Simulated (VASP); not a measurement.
MgB2, 3 atoms in the cell. The typed cell holds 3 atoms: a = 3.086 Å, b = 3.125 Å, c = 3.524 Å, α = 90.62°, β = 91.71°, γ = 121.27°.  This cell differs from its parent crystal: equal xy, yz and zx shear strains of -3 %.

| Quantity | Value |
| --- | --- |
| Program | VASP 6.6.1 |
| Task | single point |
| Functional | PBE |
| Potentials or basis | VASP PAW PBE potentials, release 64 (Mg, B) |
| Cutoff | 520 eV |
| k mesh | 12 × 12 × 9 |
| Occupations | fermi-dirac, width 0.05 eV |
| Spin | no spin polarisation |
| Dipole correction | no |
| Further INCAR settings | ALGO = Normal; EDIFF = 1e-07; NBANDS = 11 |

Potentials or basis: VASP PAW PBE potentials, release 64 (Mg, B).

The run is started by

```bash
$ cat potpaw_PBE.64/Mg/POTCAR potpaw_PBE.64/B/POTCAR > POTCAR
$ mpirun -np 1 vasp_std > vasp.out
```

Hardware: 1 thread of Intel(R) Xeon(R) 6975P-C (Granite Rapids) (shared host).

Estimate the wall time of this run.

It took 52 s on 1 thread of Intel(R) Xeon(R) 6975P-C (Granite Rapids), on a shared host, peak memory 0.33 GiB. Counts: scf iterations 13, k points 650.
